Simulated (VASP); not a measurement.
Wanted: the native input for a VASP 6.6.1 run.

```yaml
Task: single point
Functional: LDA
Potentials_or_basis: VASP PAW LDA potentials, release 64 (Mo_sv, Sb)
Cutoff: 520 eV
k_mesh: 13 × 13 × 13
Occupations: fermi-dirac, width 0.08 eV
Spin: no spin polarisation
Dipole_correction: no
Further_INCAR_settings: ALGO = Normal; EDIFF = 1e-07; NBANDS = 16
```

The structure of SbMo (CsCl type) lies in POSCAR:

```
SbMo
1.0
    3.1502345696      0.0000000000      0.0000000000
    0.0000000000      3.1502345696      0.0000000000
    0.0000000000      0.0000000000      3.1502345696
Mo Sb
1 1
Direct
    0.0000000000      0.0000000000      0.0000000000
    0.5000000000      0.5000000000      0.5000000000
```

One way to write it, as run:

INCAR

```
SYSTEM = SbMo
ALGO = Normal ; EDIFF = 1E-7
ENCUT = 520 ; GGA = CA
ISIF = 2 ; ISMEAR = -1
LASPH = .True. ; LCHARG = .True.
LELF = .True. ; LREAL = .False.
LVHAR = .True. ; LWAVE = .False.
NBANDS = 16 ; NELM = 100
PREC = Accurate ; SIGMA = 0.08
```

KPOINTS

```
k-points
0
Gamma
  13 13 13
  0 0 0
```

Potentials or basis: VASP PAW LDA potentials, release 64 (Mo_sv, Sb).

Run with:

```bash
$ cat potpaw_LDA.64/Mo_sv/POTCAR potpaw_LDA.64/Sb/POTCAR > POTCAR
$ mpirun -np 1 vasp_std > vasp.out
```

Results of the run:

```json
{
 "Pressure": "26.4 GPa",
 "Band gap on the k mesh": "zero (an odd number of electrons rules out a gap without spin polarisation)"
}
```

Caveat: the cell stands under pressure; spin-orbit coupling is left out, which moves the levels of the heavy elements.

It took 18 s on 1 thread of Intel(R) Xeon(R) Platinum 8259CL CPU @ 2.50GHz (Skylake/Cascade Lake) (shared host), peak memory 0.16 GiB.
